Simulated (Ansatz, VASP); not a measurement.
**P: VASP beside Ansatz**

Contents of INCAR:

```
PREC = Accurate
ENCUT = 520
EDIFF = 1E-6
ISMEAR = 0
SIGMA = 0.1
LREAL = False
LASPH = True
NELM = 80
ALGO = Normal
ISIF = 2
LWAVE = False
LCHARG = False
GGA = PE
NBANDS = 8
```

KPOINTS

```
Automatic mesh
0
Gamma
  22 22 22
```

Contents of POSCAR:

```
P
1.0
    2.3688356824      0.0000000000      0.0000000000
    0.0000000000      2.3688356824      0.0000000000
    0.0000000000      0.0000000000      2.3688356824
P
1
Direct
    0.0000000000      0.0000000000      0.0000000000
```

Input for Ansatz:

```yaml
crystal:
  lattice:
    - [2.3688356824, 0.0, 0.0]
    - [0.0, 2.3688356824, 0.0]
    - [0.0, 0.0, 2.3688356824]
  atoms:
    - { symbol: P, position: [0.0, 0.0, 0.0] }
basis:
  ecutwfc: 420
kpoints:
  mp_grid: { grid: [22, 22, 22] }
hamiltonian:
  xc: pbe
scf:
  occupations: { method: gaussian, width: 0.1 }
output:
  forces: true
  stress: true
  eigenvalues: true
```

Alike in both runs: task single point; functional PBE; k mesh 22 × 22 × 22; occupations gaussian, width 0.1 eV; no spin polarisation.

|  | VASP | Ansatz |
| --- | --- | --- |
| version | VASP 6.6.1 | Ansatz 0.2.0 |
| potentials or method | VASP PAW PBE potentials, release 64 (P), cutoff 520 eV | scalar-relativistic, plane waves, PAW |
| valence electrons in the cell | 5 | 5 |

Ansatz gave:

- gap on the k mesh at the Fermi level (eV): none
- pressure (GPa): 13.4

Q: Which values does VASP return?

A: gap on the k mesh at the Fermi level (eV): none; pressure (GPa): 13.0.

A gap of «none» marks a metal or a gap that the smearing closes. With one functional, cell and mesh, what is left measures potentials, basis and numerics.
